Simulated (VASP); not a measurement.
# Rh (P6_3/mmc) in VASP: further runs, part 2 of 2

VASP 6.6.1.

## Step 3: Single point, PBEsol

This run uses another cell than the first one, of 12.44 Å³/atom.

Contents of INCAR:

```
SYSTEM = Rh
PREC = Accurate
ENCUT = 520
EDIFF = 1E-6
ISMEAR = 0
SIGMA = 0.15
LREAL = .False.
LASPH = .True.
NELM = 100
ALGO = Fast
ISIF = 2
LWAVE = .False.
LCHARG = .False.
GGA = PS
NBANDS = 38
```

Contents of KPOINTS:

```
regular mesh
0
Gamma
  18 18 6
  0 0 0
```

Contents of POSCAR:

```
Rh
1.0
    2.6755648908      0.0000000000      0.0000000000
   -1.3377824454      2.3171071649      0.0000000000
    0.0000000000      0.0000000000      8.0293000000
Rh
4
Direct
    0.0000000000      0.0000000000      0.0000000000
    0.3333333333      0.6666666667      0.2500000000
    0.0000000000      0.0000000000      0.5000000000
    0.6666666667      0.3333333333      0.7500000000
```

Potentials or basis: VASP PAW PBE potentials, release 64 (Rh_pv).

Run with:

```
cat potpaw_PBE.64/Rh_pv/POTCAR > POTCAR
mpirun -np 1 vasp_std > vasp.out
```

OUTCAR:

```text
SYSTEM = Rh
   PREC = Accurate
   ENCUT = 520
   EDIFF = 1E-6
   ISMEAR = 0
   LREAL = .False.
   LASPH = .True.
   NELM = 100
   ISIF = 2
   GGA = PS

 ion  position               nearest neighbor table
   1  0.000  0.000  0.000-   2 2.53   4 2.53   2 2.53   4 2.53   4 2.53   2 2.53
   2  0.333  0.667  0.250-   1 2.53   3 2.53   1 2.53   3 2.53   1 2.53   3 2.53
   3  0.000  0.000  0.500-   2 2.53   4 2.53   2 2.53   4 2.53   4 2.53   2 2.53
   4  0.667  0.333  0.750-   1 2.53   3 2.53   1 2.53   3 2.53   1 2.53   3 2.53

  LATTYP: Found a hexagonal cell.
 ALAT       =     2.6755648908
 C/A-ratio  =     3.0009737486

  Lattice vectors:

 A1 = (   2.6755648908,   0.0000000000,   0.0000000000)
 A2 = (  -1.3377824454,   2.3171071649,   0.0000000000)
 A3 = (   0.0000000000,   0.0000000000,   8.0293000000)

Analysis of symmetry for initial positions (statically):
=====================================================================
 Subroutine PRICEL returns:
 Original cell was already a primitive cell.

 Routine SETGRP: Setting up the symmetry group for a
 hexagonal supercell.

 Subroutine GETGRP returns: Found 24 space group operations
 (whereof 12 operations were pure point group operations)
 out of a pool of 24 trial point group operations.

The static configuration has the point symmetry D_3d.
 The point group associated with its full space group is D_6h.

Analysis of symmetry for dynamics (positions and initial velocities):
=====================================================================
 Subroutine PRICEL returns:
 Original cell was already a primitive cell.

 Routine SETGRP: Setting up the symmetry group for a
 hexagonal supercell.

 Subroutine GETGRP returns: Found 24 space group operations
 (whereof 12 operations were pure point group operations)
 out of a pool of 24 trial point group operations.

The dynamic configuration has the point symmetry D_3d.
 The point group associated with its full space group is D_6h.

 Subroutine INISYM returns: Found 24 space group operations
[... 122 lines left out ...]
  volume/ion in A,a.u.               =      12.44        83.98
  Fermi-wavevector in a.u.,A,eV,Ry     =   1.742257  3.292388 41.299920  3.035459
  Thomas-Fermi vector in A             =   2.814556
   LORBIT       =      0    0 simple, 1 ext, 2 COOP (PROOUT), +10 PAW based schemes
   GGA     = PS    functional components
   LHFCALC =     F    Hartree Fock is set to
   AEXX    =    0.0000 exact exchange contribution
   IVDW    =     0    specifies the selected vdW correction
   LEPSILON=     F    determine dielectric tensor
   LRPA    =     F    only Hartree local field effects (RPA)
 non-spin polarized calculation
 RMM-DIIS sequential band-by-band and
 Gauss-broadening in eV      SIGMA  =   0.15
  energy-cutoff  :      520.00
  volume of cell :       49.78
 maximum number of plane-waves:      1368
 NGX is ok and might be reduce to    20
   NGX =  9   NGY =  9   NGZ = 29

 number of electron      60.0000005 magnetization

 Free energy of the ion-electron system (eV)
  ---------------------------------------------------
  ext. energy  EPLUGINS =         0.00000000
  ---------------------------------------------------
  free energy    TOTEN  =       -31.76758942 eV

  energy without entropy =      -31.71065344  energy(sigma->0) =      -31.73912143

 E-fermi :  13.7412     XC(G=0): -14.8613

 val. band max:       13.7411058450   @ k =   0.3889   0.0556   0.0000
 cond. band min:      13.7470981738   @ k =   0.2778   0.1111   0.0000
 fundamental gap:      0.0059923288
 Fermi energy:        13.7411583612

 k-point     1 :       0.0000    0.0000    0.0000
  band No.  band energies     occupation
      1     -34.0089      2.00000
      2     -33.4120      2.00000
      3     -33.4035      2.00000
      4     -33.0308      2.00000
      5     -33.0308      2.00000
      6     -32.9413      2.00000
[... 973 lines left out ...]
     37      24.0010      0.00000
     38      24.0327      0.00000

 [... further k-points ...]

------------------------ aborting loop because EDIFF is reached ----------------------------------------

  FORCE on cell =-STRESS in cart. coord.  units (eV):
  Direction    XX          YY          ZZ          XY          YZ          ZX
  --------------------------------------------------------------------------------------
  -------------------------------------------------------------------------------------
  Total        6.2587639      6.2587639     18.6510144      0.0000000      0.0000000      0.0000000
  in kB      201.4465617    201.4465617    600.3074682      0.0000000      0.0000000      0.0000000
  external PRESSURE =     334.4001972 kB  Pullay stress =       0.0000000 kB

 VOLUME and BASIS-vectors are now :
 -----------------------------------------------------------------------------
  energy-cutoff  :      520.00
  volume of cell :       49.78
      direct lattice vectors                 reciprocal lattice vectors
     2.675564891  0.000000000  0.000000000     0.373752849  0.215786308  0.000000000
    -1.337782445  2.317107165  0.000000000     0.000000000  0.431572616  0.000000000
     0.000000000  0.000000000  8.029300000     0.000000000  0.000000000  0.124543858

 POSITION                                       TOTAL-FORCE (eV/Angst)
 -----------------------------------------------------------------------------------
      0.00000      0.00000      0.00000         0.000000      0.000000     -0.000000
     -0.00000      1.54474      2.00732        -0.000000     -0.000000      0.000000
      0.00000      0.00000      4.01465         0.000000      0.000000     -0.000000
      1.33778      0.77237      6.02197         0.000000      0.000000      0.000000
 -----------------------------------------------------------------------------------
    total drift:                                0.000000     -0.000000      0.000000

  FREE ENERGIE OF THE ION-ELECTRON SYSTEM (eV)
  ---------------------------------------------------
  free  energy   TOTEN  =       -31.7675894241 eV

  energy  without entropy=      -31.7106534386  energy(sigma->0) =      -31.73912143
```

Wall time 4.2 min (1 thread of Intel Xeon Platinum 8375C at 2.90GHz (Ice Lake), shared host); peak memory 0.3 GiB.

Results:

| Item | Value |
| --- | --- |
| Free energy | -31.7676 eV |
| Pressure | 33.4 GPa |
| Band gap on the k mesh | zero (bands 30 and 31 overlap by 2.21 eV) |

Levels at points of the mesh, in eV from the Fermi level:
```csv
k point,band 27,band 28,band 29,band 30,band 31,band 32,band 33,band 34
"(0.00, 0.00, 0.00)",-2.86,-2.02,-2.02,-1.41,-1.41,-0.32,-0.32,0.70
"(0.50, 0.00, 0.00)",0.37,0.38,0.71,0.79,0.91,0.99,1.24,2.22
"(0.00, 0.00, 0.50)",-1.46,-1.46,-1.46,-1.46,-0.68,-0.68,0.12,0.12
"(0.50, 0.00, 0.50)",-0.15,-0.15,0.26,0.26,0.71,0.71,2.95,2.95
```

Caveat: the cell stands under pressure; the PAW data sets were made with another functional, which shifts forces and pressure a little.

## Step 4: Single point, PBEsol

This run uses another cell than the first one, of 12.55 Å³/atom.

Contents of INCAR:

```
PREC = Accurate ; ENCUT = 520
EDIFF = 1E-6 ; ISMEAR = 0
SIGMA = 0.15 ; LREAL = F
LASPH = T ; NELM = 60
ALGO = Fast ; ISIF = 2
LWAVE = F ; LCHARG = T
GGA = PS ; LELF = T
LVHAR = T ; NBANDS = 38
```

Contents of KPOINTS:

```
Automatic mesh
0
Gamma
  18 18 6
```

Contents of POSCAR:

```
Rh
1.0
    2.6488000000      0.0000000000      0.0000000000
   -1.3244000000      2.2939280895      0.0000000000
    0.0000000000      0.0000000000      8.2620000000
Rh
4
Direct
    0.0000000000      0.0000000000      0.0000000000
    0.3333333333      0.6666666667      0.2500000000
    0.0000000000      0.0000000000      0.5000000000
    0.6666666667      0.3333333333      0.7500000000
```

Run with:

```
cat potpaw_PBE.64/Rh_pv/POTCAR > POTCAR
mpirun -np 1 vasp_std > vasp.out
```

Wall time 4.8 min (1 thread of Intel Xeon Platinum 8375C at 2.90GHz (Ice Lake), shared host); peak memory 0.31 GiB.

Results (log left out):

- Free energy: -32.0965 eV
- Pressure: 27.7 GPa
- Band gap on the k mesh: zero (bands 30 and 31 overlap by 2.19 eV)

Stress tensor (GPa, compression positive):
```
20.47  0.00  0.00
 0.00 20.47  0.00
 0.00  0.00 42.12
```

Levels at points of the mesh, in eV from the Fermi level:
```csv
k point,band 28,band 29,band 30,band 31,band 32,band 33
"(0.00, 0.00, 0.00)",-1.87,-1.87,-1.22,-1.22,-0.38,-0.38
"(0.50, 0.00, 0.00)",0.55,0.76,0.81,1.00,1.01,1.08
"(0.00, 0.00, 0.50)",-1.41,-1.41,-1.41,-1.01,-1.01,0.09
"(0.50, 0.00, 0.50)",-0.13,0.45,0.45,0.80,0.80,3.01
```

Caveat: the cell stands under pressure; the PAW data sets were made with another functional, which shifts forces and pressure a little.

## Step 5: Single point, PBEsol

This run uses another cell than the first one, of 12.65 Å³/atom.

Contents of INCAR:

```
PREC = Accurate ; ENCUT = 520
EDIFF = 1E-6 ; ISMEAR = 0
SIGMA = 0.15 ; LREAL = False
LASPH = True ; NELM = 100
ALGO = Fast ; ISIF = 2
LWAVE = False ; LCHARG = True
GGA = PS ; LELF = True
LVHAR = True ; NBANDS = 38
```

Contents of KPOINTS:

```
regular mesh
0
Gamma
  18 18 6
```

Contents of POSCAR:

```
Rh
1.0
    2.6221000000      0.0000000000      0.0000000000
   -1.3110500000      2.2708052113      0.0000000000
    0.0000000000      0.0000000000      8.4948000000
Rh
4
Direct
    0.0000000000      0.0000000000      0.0000000000
    0.3333333333      0.6666666667      0.2500000000
    0.0000000000      0.0000000000      0.5000000000
    0.6666666667      0.3333333333      0.7500000000
```

Potentials or basis: VASP PAW PBE potentials, release 64 (Rh_pv).

Run with:

```
cat potpaw_PBE.64/Rh_pv/POTCAR > POTCAR
mpirun -np 1 vasp_std > vasp.out
```

OUTCAR:

```text
PREC = Accurate
   ENCUT = 520
   EDIFF = 1E-6
   ISMEAR = 0
   LREAL = False
   LASPH = True
   NELM = 100
   ISIF = 2
   GGA = PS

 ion  position               nearest neighbor table
   1  0.000  0.000  0.000-   2 2.61   4 2.61   4 2.61   2 2.61   4 2.61   2 2.61
   2  0.333  0.667  0.250-   1 2.61   3 2.61   1 2.61   3 2.61   1 2.61   3 2.61
   3  0.000  0.000  0.500-   2 2.61   4 2.61   4 2.61   2 2.61   4 2.61   2 2.61
   4  0.667  0.333  0.750-   1 2.61   3 2.61   1 2.61   3 2.61   1 2.61   3 2.61

  LATTYP: Found a hexagonal cell.
 ALAT       =     2.6221000000
 C/A-ratio  =     3.2396933755

  Lattice vectors:

 A1 = (   2.6221000000,   0.0000000000,   0.0000000000)
 A2 = (  -1.3110500000,   2.2708052113,   0.0000000000)
 A3 = (   0.0000000000,   0.0000000000,   8.4948000000)

Analysis of symmetry for initial positions (statically):
=====================================================================
 Subroutine PRICEL returns:
 Original cell was already a primitive cell.

 Routine SETGRP: Setting up the symmetry group for a
 hexagonal supercell.

[... 172 lines left out ...]
  energy without entropy =      -32.20066025  energy(sigma->0) =      -32.22831614

 E-fermi :  13.3978     XC(G=0): -14.7634

 val. band max:       13.3972648123   @ k =   0.3333   0.0556   0.1667
 cond. band min:      13.4003490216   @ k =   0.3889   0.0000   0.1667
 fundamental gap:      0.0030842094
 Fermi energy:        13.3978362770

 k-point     1 :       0.0000    0.0000    0.0000
  band No.  band energies     occupation
      1     -34.1083      2.00000
      2     -33.6233      2.00000
      3     -33.6165      2.00000
      4     -33.2520      2.00000
      5     -33.2520      2.00000
      6     -33.1949      2.00000
[... 973 lines left out ...]
     37      23.6029      0.00000
     38      23.6167      0.00000

 [... further k-points ...]

------------------------ aborting loop because EDIFF is reached ----------------------------------------

  FORCE on cell =-STRESS in cart. coord.  units (eV):
  Direction    XX          YY          ZZ          XY          YZ          ZX
  --------------------------------------------------------------------------------------
  -------------------------------------------------------------------------------------
  Total        7.1024220      7.1024220      8.1523035      0.0000000      0.0000000      0.0000000
  in kB      224.9752605    224.9752605    258.2311500      0.0000000      0.0000000      0.0000000
  external PRESSURE =     236.0605570 kB  Pullay stress =       0.0000000 kB

 VOLUME and BASIS-vectors are now :
 -----------------------------------------------------------------------------
  energy-cutoff  :      520.00
  volume of cell :       50.58
      direct lattice vectors                 reciprocal lattice vectors
     2.622100000  0.000000000  0.000000000     0.381373708  0.220186213  0.000000000
    -1.311050000  2.270805211  0.000000000     0.000000000  0.440372426  0.000000000
     0.000000000  0.000000000  8.494800000     0.000000000  0.000000000  0.117719075

 POSITION                                       TOTAL-FORCE (eV/Angst)
 -----------------------------------------------------------------------------------
      0.00000      0.00000      0.00000        -0.000000      0.000000     -0.000000
     -0.00000      1.51387      2.12370         0.000000      0.000000      0.000000
      0.00000      0.00000      4.24740        -0.000000      0.000000     -0.000000
      1.31105      0.75694      6.37110         0.000000     -0.000000     -0.000000
 -----------------------------------------------------------------------------------
    total drift:                                0.000000     -0.000000      0.000000

  FREE ENERGIE OF THE ION-ELECTRON SYSTEM (eV)
  ---------------------------------------------------
  free  energy   TOTEN  =       -32.2559720264 eV

  energy  without entropy=      -32.2006602483  energy(sigma->0) =      -32.22831614
```

stdout:

```text
POSCAR found type information on POSCAR Rh
 POSCAR found :  1 types and       4 ions
 scaLAPACK will be used
 -----------------------------------------------------------------------------
|                                                                             |
|                                                                             |
|     You enforced a specific xc type in the INCAR file but a different       |
|     I HOPE YOU KNOW WHAT YOU ARE DOING!                                     |
|                                                                             |
 -----------------------------------------------------------------------------

 LDA part: xc-table for (Slater+PW92), standard interpolation
 POSCAR, INCAR and KPOINTS ok, starting setup
 FFT: planning ... GRIDC
 FFT: planning ... GRID_SOFT
 FFT: planning ... GRID
 WAVECAR not read
 entering main loop
```

It took 4.7 min on 1 thread of Intel Xeon Platinum 8375C at 2.90GHz (Ice Lake), shared host; peak memory 0.31 GiB.

What came out:

```yaml
Free_energy: -32.2560 eV
Pressure: 23.6 GPa
Band_gap_on_the_k_mesh: zero (bands 30 and 31 overlap by 2.29 eV)
```

Stress tensor (GPa, compression positive):
```
22.50  0.00  0.00
 0.00 22.50  0.00
 0.00  0.00 25.82
```

Levels at points of the mesh, in eV from the Fermi level:
```
           k point  band 26  band 27  band 28  band 29  band 30  band 31  band 32  band 33  band 34  band 35
(0.00, 0.00, 0.00)    -3.02    -3.02    -1.69    -1.69    -1.03    -1.03    -0.39    -0.39     0.50     0.50
(0.50, 0.00, 0.00)     0.60     0.63     0.71     0.73     0.94     0.97     1.01     1.10     2.25     4.64
(0.00, 0.00, 0.50)    -3.30    -1.32    -1.32    -1.32    -1.32    -1.31    -1.31     0.08     0.08     0.08
(0.50, 0.00, 0.50)    -1.17    -0.13    -0.13     0.64     0.64     0.91     0.91     3.06     3.06     4.52
```

Caveat: the cell stands under pressure; the PAW data sets were made with another functional, which shifts forces and pressure a little.

## Step 6: Single point, PBEsol

This run uses another cell than the first one, of 12.69 Å³/atom.

Contents of INCAR:

```
SYSTEM = Rh
PREC = Accurate ; ENCUT = 520
EDIFF = 1E-7 ; ISMEAR = 0
SIGMA = 0.15 ; LREAL = .False.
LASPH = .True. ; NELM = 100
ALGO = Fast ; ISIF = 2
LWAVE = .False. ; LCHARG = .True.
GGA = PS ; LELF = .True.
LVHAR = .True. ; NBANDS = 38
```

Contents of KPOINTS:

```
Automatic mesh
0
Gamma
  18 18 6
  0 0 0
```

Contents of POSCAR:

```
Rh
1.0
    2.7023000000      0.0000000000      0.0000000000
   -1.3511500000      2.3402604486      0.0000000000
    0.0000000000      0.0000000000      8.0293000000
Rh
4
Direct
    0.0000000000      0.0000000000      0.0000000000
    0.3333333333      0.6666666667      0.2500000000
    0.0000000000      0.0000000000      0.5000000000
    0.6666666667      0.3333333333      0.7500000000
```

Potentials or basis: VASP PAW PBE potentials, release 64 (Rh_pv).

Run with:

```
cat potpaw_PBE.64/Rh_pv/POTCAR > POTCAR
mpirun -np 1 vasp_std > vasp.out
```

It took 4.1 min on 1 thread of Intel Xeon Platinum 8375C at 2.90GHz (Ice Lake), shared host; peak memory 0.3 GiB.

Results (log left out):

* Free energy: -31.8692 eV
* Pressure: 25.8 GPa
* Band gap on the k mesh: zero (bands 30 and 31 overlap by 2.18 eV)

Stress tensor (GPa, compression positive):
```
12.20  0.00  0.00
 0.00 12.20  0.00
 0.00  0.00 52.87
```

Levels at points of the mesh, in eV from the Fermi level:
```tsv
k point	band 27	band 28	band 29	band 30	band 31	band 32	band 33	band 34
(0.00, 0.00, 0.00)	-2.68	-1.98	-1.98	-1.41	-1.41	-0.28	-0.28	0.71
(0.50, 0.00, 0.00)	0.32	0.32	0.66	0.77	0.90	0.94	1.24	2.20
(0.00, 0.00, 0.50)	-1.41	-1.41	-1.41	-1.41	-0.57	-0.57	0.13	0.13
(0.50, 0.00, 0.50)	-0.16	-0.16	0.20	0.20	0.67	0.67	2.86	2.86
```

Caveat: the cell stands under pressure; the PAW data sets were made with another functional, which shifts forces and pressure a little.

## Step 7: Overview

```tsv
cell	further INCAR settings	gap on the mesh (eV)	pressure (GPa)
a = 2.595, b = 2.595, c = 8.495 Å, angles 90.0, 90.0, 120.0°, 4 atoms	ALGO = Fast; EDIFF = 1e-06; NBANDS = 38	none	32.4
a = 2.676, b = 2.676, c = 8.029 Å, angles 90.0, 90.0, 120.0°, 4 atoms	ALGO = Fast; EDIFF = 1e-06; NBANDS = 38	none	33.4
a = 2.649, b = 2.649, c = 8.262 Å, angles 90.0, 90.0, 120.0°, 4 atoms	ALGO = Fast; EDIFF = 1e-06; NBANDS = 38	none	27.7
a = 2.622, b = 2.622, c = 8.495 Å, angles 90.0, 90.0, 120.0°, 4 atoms	ALGO = Fast; EDIFF = 1e-06; NBANDS = 38	none	23.6
a = 2.702, b = 2.702, c = 8.029 Å, angles 90.0, 90.0, 120.0°, 4 atoms	ALGO = Fast; EDIFF = 1e-07; NBANDS = 38	none	25.8
```

Alike in all rows: task single point; level PBEsol; potentials or basis VASP PAW PBE potentials, release 64 (Rh_pv); no spin polarisation; k mesh 18 × 18 × 6; cutoff (eV) 520; smearing gaussian 0.15 eV.

Caveats: the cell stands under pressure; the PAW data sets were made with another functional, which shifts forces and pressure a little.

Absolute energies hang on the potentials; compare differences alone.
